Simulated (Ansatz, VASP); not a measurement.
**KCl in VASP and in Ansatz**

The input POSCAR:

```
KCl
1.0
    0.0000000000      3.1448471320      3.1448471320
    3.1448471320      0.0000000000      3.1448471320
    3.1448471320      3.1448471320      0.0000000000
K Cl
1 1
Direct
    0.0000000000      0.0000000000      0.0000000000
    0.5000000000      0.5000000000      0.5000000000
```

INCAR.step1

```
ALGO = Normal ; EDIFF = 1E-5
ENCUT = 520 ; GGA = PE
ISIF = 2 ; ISMEAR = 0
LASPH = True ; LCHARG = False
LREAL = False ; LWAVE = True
NBANDS = 15 ; NELM = 60
PREC = Accurate ; SIGMA = 0.01
```

Contents of INCAR.step2:

```
ALGO = Normal ; EDIFF = 1E-6
ENCUT = 520 ; GGA = PE
HFSCREEN = 0.2079 ; ISIF = 2
ISMEAR = 0 ; ISTART = 1
LASPH = True ; LCHARG = False
LHFCALC = True ; LREAL = False
LWAVE = False ; NBANDS = 15
NELM = 60 ; PREC = Accurate
PRECFOCK = Normal ; SIGMA = 0.01
```

The input KPOINTS:

```
k-points
0
Gamma
  4 4 4
```

Input for Ansatz:

```yaml
crystal:
  lattice:
    - [0.0, 3.144847132, 3.144847132]
    - [3.144847132, 0.0, 3.144847132]
    - [3.144847132, 3.144847132, 0.0]
  atoms:
    - { symbol: K, position: [0.0, 0.0, 0.0] }
    - { symbol: Cl, position: [0.5, 0.5, 0.5] }
kpoints:
  mp_grid: { grid: [4, 4, 4] }
hamiltonian:
  xc: hse06
scf:
  occupations: { method: fixed }
  n_extra_bands: 4
output:
  forces: true
  stress: true
  eigenvalues: true
```

Alike in both runs: task single point; functional HSE06; k mesh 4 × 4 × 4; no spin polarisation.

|  | VASP | Ansatz |
| --- | --- | --- |
| version | VASP 6.6.1 | Ansatz 0.2.0 |
| potentials or method | VASP PAW PBE potentials, release 64 (K_sv, Cl) | plane waves, PAW |
| plane-wave cutoff (eV) | 520 | 420 |
| occupations | gaussian, width 0.01 eV | fixed |
| valence electrons in the cell | 16 | 16 |

Ansatz gave:

```
gap on the k mesh at the Fermi level (eV) : 6.51
pressure (GPa)                            : 0.5
```

Problem. What did VASP give for the same quantities?

Solution. gap on the k mesh at the Fermi level (eV): 6.50; pressure (GPa): 0.5.

Ansatz's warnings: stress exchange threshold loose, stress scf threshold loose.

The k mesh is coarse, so the values compare programs but aren't converged.
